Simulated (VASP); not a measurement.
Here is a VASP 6.6.1 calculation.

File INCAR:

```
ALGO = Normal
EDIFF = 1E-6
ENCUT = 560
GGA = CA
GGA_COMPAT = False
ISIF = 2
ISMEAR = 0
LASPH = True
LCHARG = False
LREAL = False
LWAVE = False
NBANDS = 24
NELM = 120
PREC = Accurate
SIGMA = 0.15
```

Contents of KPOINTS:

```
k-points
0
Gamma
  18 18 10
```

The input POSCAR:

```
Ir
1.0
    2.7052686553      0.0000000000      0.0000000000
   -1.3526343277      2.3428313795      0.0000000000
    0.0000000000      0.0000000000      4.4593000000
Ir
2
Direct
    0.6666666667      0.3333333333      0.7500000000
    0.3333333333      0.6666666667      0.2500000000
```

Potentials or basis: VASP PAW LDA potentials, release 64 (Ir_sv_GW).

The run is started by

```sh
$ cat potpaw_LDA.64/Ir_sv_GW/POTCAR > POTCAR
$ mpirun -np 1 vasp_std > vasp.out
```

Problem. What does it give for the band gap on the k mesh?

Solution. Zero (bands 17 and 18 overlap by 3.46 eV).

Problem. What does it give for the pressure?

Solution. -6.7 GPa.

Stress tensor (GPa, compression positive):
```
 -4.52   0.00   0.00
  0.00  -4.52   0.00
  0.00   0.00 -11.01
```

Caveat: the stress differs along the axes, from -11 to -5 GPa; spin-orbit coupling is left out, which moves the levels of the heavy elements.
